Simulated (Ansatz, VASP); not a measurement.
One calculation of Ge, two programs

```xyz
2
Lattice="0.0159 2.8937 2.8734 2.8937 0.0159 2.8734 2.9096 2.9096 0.0000" Properties=species:S:1:pos:R:3 pbc="T T T"
Ge    0.0000    0.0000    0.0042
Ge    1.4548    1.4548    1.4325
```

Change from the starting cell: strained cell.

Alike in both runs: functional PBE; k mesh 10 × 10 × 10; occupations gaussian, width 0.1 eV; no spin polarisation.

Ansatz relaxed the structure, and its values are those at the end. VASP's run is a single point on that final structure, the one shown.

|  | VASP | Ansatz |
| --- | --- | --- |
| version | VASP 6.6.1 | Ansatz 0.2.0 |
| potentials or method | VASP PAW PBE potentials, release 64 (Ge_d), cutoff 500 eV | scalar-relativistic, plane waves, PAW |
| valence electrons in the cell | 28 | 28 |

|  | VASP | Ansatz | Ansatz less VASP |
| --- | --- | --- | --- |
| gap on the k mesh at the Fermi level (eV) | none | none | - |
| pressure (GPa) | -0.5 | -0.4 | +0.10 |

A gap of «none» marks a metal or a gap that the smearing closes. The functional is the same, so the differences come from potentials, cutoffs and numerics. Ansatz's warnings: stress scf threshold loose.
